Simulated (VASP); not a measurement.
Input of a VASP 6.6.1 run:

File INCAR:

```
PREC = Accurate
ENCUT = 520
EDIFF = 1E-6
ISMEAR = 0
SIGMA = 0.1
LREAL = F
LASPH = T
NELM = 60
ALGO = Normal
ISIF = 2
LWAVE = F
LCHARG = F
GGA = PE
NBANDS = 13
```

File KPOINTS:

```
regular mesh
0
Gamma
  6 6 4
```

File POSCAR:

```
MgH2
1.0
    2.3126987353     -2.3065102900      0.0000000000
    2.3126987353      2.3065102900      0.0000000000
    0.0000000000      0.0000000000      6.1947869887
Mg H
2 4
Direct
    0.0536750871      0.0536750871      0.0000000000
    0.9463249129      0.9463249129      0.5000000000
    0.4528897400      0.0066078562      0.6467081378
    0.5471102600      0.9933921438      0.1467081378
    0.9933921438      0.5471102600      0.8532918622
    0.0066078562      0.4528897400      0.3532918622
```

Potentials or basis: VASP PAW PBE potentials, release 64 (Mg, H).

Command:

```bash
$ cat potpaw_PBE.64/Mg/POTCAR potpaw_PBE.64/H/POTCAR > POTCAR
$ mpirun -np 1 vasp_std > vasp.out
```

Predict the pressure.

-0.2 GPa.

Predict the largest force.

0.023 eV/Å.

What does it give for the band gap on the k mesh?

1.78 eV (least direct gap 3.25 eV).

Forces in eV/Å, atoms in the order of the input:
```
Mg   0.000  0.000  0.000
Mg   0.000  0.000  0.000
H    0.013 -0.004 -0.018
H   -0.013  0.004 -0.018
H   -0.013 -0.004  0.018
H    0.013  0.004  0.018
```

A k mesh can miss the band edges.
